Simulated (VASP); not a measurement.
Wanted: the native input for a VASP 6.6.1 run.

- Task: single point
- Functional: PBE
- Potentials or basis: VASP PAW PBE potentials, release 64 (Ta_pv, N)
- Cutoff: 520 eV
- k mesh: 18 × 18 × 10
- Occupations: gaussian, width 0.15 eV
- Spin: no spin polarisation
- Dipole correction: no
- Further INCAR settings: ALGO = Normal; EDIFF = 1e-06; NBANDS = 20

The structure of Ta2N lies in POSCAR:

```
Ta2N
1.0
    3.1011400584      0.0000000000      0.0000000000
   -1.5505700292      2.7125227320      0.0000000000
    0.0000000000      0.0000000000      4.8818900414
Ta N
2 1
Direct
    0.6666666667      0.3333333333      0.7449050326
    0.3333333333      0.6666666667      0.2550949674
    0.0000000000      0.0000000000      0.0000000000
```

This cell differs from its parent crystal: strain +0.0100 x Voigt [0, 1, 0, 0, 0, 0].

The input as run:

INCAR

```
SYSTEM = Ta2N
ALGO = Normal
EDIFF = 1E-6
ENCUT = 520
GGA = PE
ISIF = 2
ISMEAR = 0
LASPH = .True.
LCHARG = .True.
LELF = .True.
LREAL = .False.
LVHAR = .True.
LWAVE = .False.
NBANDS = 20
NELM = 100
PREC = Accurate
SIGMA = 0.15
```

KPOINTS

```
k-points
0
Gamma
  18 18 10
  0 0 0
```

Potentials or basis: VASP PAW PBE potentials, release 64 (Ta_pv, N).

Launch:

```sh
$ cat potpaw_PBE.64/Ta_pv/POTCAR potpaw_PBE.64/N/POTCAR > POTCAR
$ mpirun -np 1 vasp_std > vasp.out
```

Results of the run:

```json
{"Pressure": "-2.3 GPa", "Largest force": "0.051 eV/Å"}
```

Caveat: the cell differs from its parent crystal (strain +0.0100 x Voigt [0, 1, 0, 0, 0, 0]).

It took 6.2 min on 1 thread of Intel(R) Xeon(R) Platinum 8259CL CPU @ 2.50GHz (Skylake/Cascade Lake), on a shared host, peak memory 0.68 GiB.
